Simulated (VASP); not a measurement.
A run of VASP 6.6.1 is set up as follows.

INCAR

```
ALGO = Normal
EDIFF = 1E-7
ENCUT = 520
GGA = PE
ISIF = 2
ISMEAR = 0
LASPH = True
LCHARG = False
LREAL = False
LWAVE = False
NBANDS = 30
NELM = 100
PREC = Accurate
SIGMA = 0.1
```

File KPOINTS:

```
k-points
0
Gamma
  3 3 4
```

The input POSCAR:

```
ZnSe5
1.0
    7.2682210265      0.0000000034      0.0000000000
   -3.6341105162      6.2944640476      0.0000000000
    0.0000000000      0.0000000000      3.5274537922
Zn Se
1 5
Direct
    0.0000000000      0.0000000000      0.0000000000
    0.5000000000      0.0000000000      0.5000000000
    0.5000000000      0.5000000000      0.5000000000
    0.0000000000      0.5000000000      0.5000000000
    0.3333333333      0.6666666667      0.0000000000
    0.6666666667      0.3333333333      0.0000000000
```

Potentials or basis: VASP PAW PBE potentials, release 64 (Zn, Se).

Launch:

```sh
$ cat potpaw_PBE.64/Zn/POTCAR potpaw_PBE.64/Se/POTCAR > POTCAR
$ mpirun -np 1 vasp_std > vasp.out
```

**Question.** What does it give for the pressure?

**Answer.** 0.1 GPa.

**Question.** Predict the band gap on the k mesh.

**Answer.** Zero (band 21 reaches 2.98 eV, above the bottom of band 22 at 1.66 eV).

Caveat: the k points lie up to 0.45 Å⁻¹ apart.
